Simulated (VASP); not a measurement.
Write the native input for VASP 6.6.1 that does the following.

* Task: single point
* Functional: PBE
* Potentials or basis: VASP PAW PBE potentials, release 64 (Zn, Se, S)
* Cutoff: 520 eV
* k mesh: 6 × 6 × 6
* Occupations: gaussian, width 0.02 eV
* Spin: no spin polarisation
* Dipole correction: no
* Further INCAR settings: ALGO = Normal; EDIFF = 1e-07; NBANDS = 46

The structure of Zn4SeS3 lies in POSCAR:

```
Zn4SeS3
1.0
    5.3448796794      0.0000000000      0.0000000000
    0.0000000000      5.3448796794      0.0000000000
    0.0000000000      0.0000000000      5.3448796794
Zn Se S
4 1 3
Direct
    0.7432172142      0.7432172142      0.7432172142
    0.7432172142      0.2567827858      0.2567827858
    0.2567827858      0.7432172142      0.2567827858
    0.2567827858      0.2567827858      0.7432172142
    0.0000000000      0.0000000000      0.0000000000
    0.5000000000      0.5000000000      0.0000000000
    0.5000000000      0.0000000000      0.5000000000
    0.0000000000      0.5000000000      0.5000000000
```

One way to write it, as run:

INCAR

```
SYSTEM = Zn4SeS3
  PREC = Accurate
  ENCUT = 520
  EDIFF = 1E-7
  ISMEAR = 0
  SIGMA = 0.02
  LREAL = .FALSE.
  LASPH = .TRUE.
  NELM = 60
  ALGO = Normal
  ISIF = 2
  LWAVE = .FALSE.
  LCHARG = .FALSE.
  GGA = PE
  NBANDS = 46
```

KPOINTS

```
regular mesh
0
G
  6 6 6
  0 0 0
```

Potentials or basis: VASP PAW PBE potentials, release 64 (Zn, Se, S).

Command:

```console
$ cat potpaw_PBE.64/Zn/POTCAR potpaw_PBE.64/Se/POTCAR potpaw_PBE.64/S/POTCAR > POTCAR
$ mpirun -np 1 vasp_std > vasp.out
```

It gave:

```
Pressure               : 7.9 GPa
Largest force          : 0.015 eV/Å
Band gap on the k mesh : 2.10 eV
```

Caveat: the cell stands under pressure.

Run time: 61 s on 1 thread of AMD EPYC 9R45 96-Core Processor (Zen 5) (shared host), peak memory 0.27 GiB.
